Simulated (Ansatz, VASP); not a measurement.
## TiAl: VASP beside Ansatz

```
Ti Al
1.0
     3.17906    0.00000    0.00000
     0.00000    3.17906    0.00000
     0.00000    0.00000    3.17906
Ti Al
1 1
Cartesian
  0.0000 0.0000 0.0000
  1.5895 1.5895 1.5895
```

Alike in both runs: task relaxation of cell and atoms; functional LDA; k mesh 10 × 10 × 10; occupations gaussian, width 0.1 eV; no spin polarisation.

|  | VASP | Ansatz |
| --- | --- | --- |
| version | VASP 6.6.1 | Ansatz 0.2.0 |
| potentials or method | VASP PAW LDA potentials, release 64 (Ti_sv, Al), cutoff 600 eV | scalar-relativistic, plane waves, PAW |
| valence electrons in the cell | 15 | 15 |

|  | VASP | Ansatz | Ansatz less VASP |
| --- | --- | --- | --- |
| gap on the k mesh at the Fermi level, each at its own relaxed structure (eV) | none | none | - |
| relaxed volume (Å³/atom) | 15.27 | 15.25 | -0.027 |
| relaxed cell length with the largest relative difference (Å) | 3.126 | 3.124 | -0.0018 |

Ansatz warns that its potentials were made for another functional, while VASP's fit it. LDA's correlation is that of Perdew and Zunger in VASP and of Perdew and Wang (1992) in Ansatz. A gap of «none» marks a metal or a gap that the smearing closes.
